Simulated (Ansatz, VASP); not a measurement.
**Ir in VASP and in Ansatz**

INCAR

```
PREC     = Accurate       # precision mode
ENCUT    = 420            # plane-wave cutoff, eV
EDIFF    = 1E-8           # SCF threshold, eV
ISMEAR   = -1             # smearing method
SIGMA    = 0.05           # smearing width, eV
LREAL    = False          # projectors in reciprocal space
LASPH    = True           # aspherical terms in the spheres
NELM     = 120            # most SCF steps
ALGO     = Normal         # electronic algorithm
ISIF     = 2              # what is computed and relaxed
LWAVE    = False          # write WAVECAR
LCHARG   = False          # write CHGCAR
GGA      = PS             # functional
LEFG     = True         
NBANDS   = 14             # bands
GGA_COMPAT= False
```

File KPOINTS:

```
regular mesh
0
Gamma
  15 15 15
```

File POSCAR:

```
Ir
1.0
   -0.0383940000      1.9005030000      1.9005030000
    1.9005030000     -0.0383940000      1.9005030000
    1.9005030000      1.9005030000     -0.0383940000
Ir
1
Direct
    0.0000000000      0.0000000000      0.0000000000
```

Input for Ansatz:

```yaml
crystal:
  lattice:
    - [-0.038394, 1.900503, 1.900503]
    - [1.900503, -0.038394, 1.900503]
    - [1.900503, 1.900503, -0.038394]
  atoms:
    - { symbol: Ir, position: [0.0, 0.0, 0.0] }
kpoints:
  mp_grid: { grid: [15, 15, 15] }
scf:
  occupations: { method: fermi_dirac, width: 0.05 }
hamiltonian:
  xc: pbesol
  pseudopotentials: { kind: paw }
output:
  forces: true
  stress: true
  eigenvalues: true
  efg: { contact_densities: true }
  write_density: true
  write_potential: true
  elf: true
  volumetric_format: npy
```

Change from the starting cell: equal xy, yz and zx shear strains of -2 %, PAW files.

Alike in both runs: task electric field gradients; functional PBEsol; k mesh 15 × 15 × 15; occupations fermi-dirac, width 0.05 eV; no spin polarisation.

|  | VASP | Ansatz |
| --- | --- | --- |
| version | VASP 6.6.1 | Ansatz 0.2.0 |
| potentials or method | VASP PAW PBE potentials, release 64 (Ir_sv_GW) | PAW with Ansatz's default frozen-core files, scalar-relativistic |
| plane-wave cutoff (eV) | 420 | 420 |
| valence electrons in the cell | 17 | 17 |

Ansatz gave:

```
size of Vzz on the site where it differs most (V/Å²) : 34.8
```

Q: Which values does VASP return?

A: Size of Vzz on the site where it differs most (V/Å²): 40.2.

VASP's potentials were made for PBE, not for PBEsol.

Neither program's run includes spin-orbit coupling.
